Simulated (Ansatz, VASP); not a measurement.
# One calculation of SnO2, two programs

File INCAR:

```
PREC = Accurate
ENCUT = 520
EDIFF = 1E-7
ISMEAR = -1
SIGMA = 0.02
LREAL = False
LASPH = True
NELM = 100
ALGO = Normal
ISIF = 2
LWAVE = False
LCHARG = False
GGA = PE
NBANDS = 35
```

The input KPOINTS:

```
regular mesh
0
Gamma
  6 6 8
```

File POSCAR:

```
SnO2
1.0
    4.5701507755      0.0000000000      0.0000000000
    0.0000000000      4.5701507755      0.0000000000
    0.0000000000      0.0000000000      3.0720770602
Sn O
2 4
Direct
    0.0000000000      0.0000000000      0.0000000000
    0.5000000000      0.5000000000      0.5000000000
    0.3036035238      0.3036035238      0.0000000000
    0.1963964762      0.8036035238      0.5000000000
    0.8036035238      0.1963964762      0.5000000000
    0.6963964762      0.6963964762      0.0000000000
```

Input for Ansatz:

```yaml
crystal:
  lattice:
    - [4.5701507755, 0.0, 0.0]
    - [0.0, 4.5701507755, 0.0]
    - [0.0, 0.0, 3.0720770602]
  atoms:
    - { symbol: Sn, position: [0.0, 0.0, 0.0] }
    - { symbol: Sn, position: [0.5, 0.5, 0.5] }
    - { symbol: O, position: [0.3036035238, 0.3036035238, 0.0] }
    - { symbol: O, position: [0.1963964762, 0.8036035238, 0.5] }
    - { symbol: O, position: [0.8036035238, 0.1963964762, 0.5] }
    - { symbol: O, position: [0.6963964762, 0.6963964762, 0.0] }
kpoints:
  mp_grid: { grid: [6, 6, 8] }
  band_path:
    path:
      - [0.0, 0.0, 0.0]
      - [0.0, 0.5, 0.0]
      - [0.5, 0.5, 0.0]
      - [0.0, 0.0, 0.5]
      - [0.0, 0.5, 0.5]
      - [0.5, 0.5, 0.5]
    npoints: 1
hamiltonian:
  xc: pbe
scf:
  occupations: { method: fermi_dirac, width: 0.02 }
  n_extra_bands: 5
output:
  forces: true
  stress: true
  eigenvalues: true
  write_density: true
  write_potential: true
  elf: true
  volumetric_format: npy
```

Change from the starting cell: hydrostatic strain -4.0%.

Alike in both runs: task single point; functional PBE; k mesh 6 × 6 × 8; occupations fermi-dirac, width 0.02 eV; no spin polarisation.

```csv
,VASP,Ansatz
version,VASP 6.6.1,Ansatz 0.2.0
potentials or method,"VASP PAW PBE potentials, release 64 (Sn_d, O)","plane waves, PAW"
plane-wave cutoff (eV),520,420
valence electrons in the cell,52,52
```

```tsv
	VASP	Ansatz	Ansatz less VASP
gap on the k mesh at the Fermi level (eV)	2.56	2.56	+0.005
pressure (GPa)	43.6	42.6	-0.95
traceless stress, the component that is largest in VASP (GPa)	6.08	5.81	-0.271
rms of the force components (eV/Å)	0.021	0.011	-0.0101
```

Atom by atom the forces differ by 0.010 eV/Å (rms over components). Both programs put the cell under a high pressure, so it lies far from rest at this level.
